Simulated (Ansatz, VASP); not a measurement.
**One calculation of Cd, two programs**

Contents of INCAR:

```
SYSTEM = Cd
PREC = Accurate
ENCUT = 520
EDIFF = 1E-7
ISMEAR = -1
SIGMA = 0.08
LREAL = .FALSE.
LASPH = .TRUE.
NELM = 100
ALGO = Normal
ISIF = 2
LWAVE = .FALSE.
LCHARG = .TRUE.
GGA = PE
LELF = .TRUE.
LVHAR = .TRUE.
NBANDS = 12
```

The input KPOINTS:

```
Automatic mesh
0
G
  14 14 14
  0 0 0
```

Contents of POSCAR:

```
Cd
1.0
    2.5955837031      0.0000000000      0.0000000000
    0.0000000000      2.5955837031      0.0000000000
    0.0000000000      0.0000000000      2.5955837031
Cd
1
Direct
    0.0000000000      0.0000000000      0.0000000000
```

Input for Ansatz:

```yaml
crystal:
  lattice:
    - [2.5955837031, 0.0, 0.0]
    - [0.0, 2.5955837031, 0.0]
    - [0.0, 0.0, 2.5955837031]
  atoms:
    - { symbol: Cd, position: [0.0, 0.0, 0.0] }
kpoints:
  mp_grid: { grid: [14, 14, 14] }
scf:
  occupations: { method: fermi_dirac, width: 0.08 }
hamiltonian:
  xc: pbe
  pseudopotentials: { kind: all_electron, lapw: { basis_error: 0.001 } }
output:
  forces: true
  stress: true
  eigenvalues: true
  populations: true
```

Change from the starting cell: volume scaled by 0.65, LAPW.

Alike in both runs: task single point; functional PBE; k mesh 14 × 14 × 14; occupations fermi-dirac, width 0.08 eV; no spin polarisation.

```csv
,VASP,Ansatz
version,VASP 6.6.1,Ansatz 0.2.0
potentials or method,"VASP PAW PBE potentials, release 64 (Cd), cutoff 520 eV","all-electron LAPW, scalar-relativistic"
```

```csv
,VASP,Ansatz,Ansatz less VASP
pressure (GPa),45.7,44.1,-1.59
```

Both programs put the cell under a high pressure, so it lies far from rest at this level. Ansatz ran all-electron here, and VASP with PAW potentials.
